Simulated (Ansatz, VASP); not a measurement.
One calculation of InPd, two programs

INCAR

```
  PREC = Accurate
  ENCUT = 520
  EDIFF = 1E-7
  ISMEAR = 0
  SIGMA = 0.15
  LREAL = False
  LASPH = True
  NELM = 100
  ALGO = Fast
  ISIF = 2
  LWAVE = False
  LCHARG = True
  GGA = PS
  LELF = True
  LVHAR = True
  NBANDS = 18
```

File KPOINTS:

```
regular mesh
0
Gamma
  14 14 14
```

Contents of POSCAR:

```
InPd
1.0
    3.1708198434      0.0000000000      0.0000000000
    0.0000000000      3.1708198434      0.0000000000
    0.0000000000      0.0000000000      3.3982461783
In Pd
1 1
Direct
   -0.0049674089      0.0000000000      0.0000000000
    0.5053594057      0.5000000000      0.5000000000
```

Input for Ansatz:

```yaml
crystal:
  lattice:
    - [3.1708198434, 0.0, 0.0]
    - [0.0, 3.1708198434, 0.0]
    - [0.0, 0.0, 3.3982461783]
  atoms:
    - { symbol: In, position: [-0.0049674089, 0.0, 0.0] }
    - { symbol: Pd, position: [0.5053594057, 0.5, 0.5] }
basis:
  ecutwfc: 420
kpoints:
  mp_grid: { grid: [14, 14, 14] }
hamiltonian:
  xc: pbesol
scf:
  occupations: { method: gaussian, width: 0.15 }
output:
  forces: true
  stress: true
  eigenvalues: true
  write_density: true
  write_potential: true
  elf: true
  volumetric_format: npy
```

Change from the starting cell: mode 4 frozen in at -0.017 Å, strain +e along z and -e/2 along x and y +0.0467.

Alike in both runs: task single point; functional PBEsol; k mesh 14 × 14 × 14; occupations gaussian, width 0.15 eV; no spin polarisation.

|  | VASP | Ansatz |
| --- | --- | --- |
| version | VASP 6.6.1 | Ansatz 0.2.0 |
| potentials or method | VASP PAW PBE potentials, release 64 (In_d, Pd), cutoff 520 eV | scalar-relativistic, plane waves, PAW |
| valence electrons in the cell | 23 | 31 |

|  | VASP | Ansatz | Ansatz less VASP |
| --- | --- | --- | --- |
| gap on the k mesh at the Fermi level (eV) | none | none | - |
| pressure (GPa) | 0.5 | 0.4 | -0.13 |
| traceless stress, the component that is largest in VASP (GPa) | -1.30 | -1.31 | -0.005 |
| rms of the force components (eV/Å) | 0.078 | 0.076 | -0.0012 |

VASP's potentials were made for PBE, not for PBEsol. Atom by atom the forces differ by 0.001 eV/Å (rms over components). A gap of «none» marks a metal or a gap that the smearing closes. VASP's potentials hold 23 valence electrons a cell and Ansatz's 31, so a difference there can come from the potentials and not from the codes.
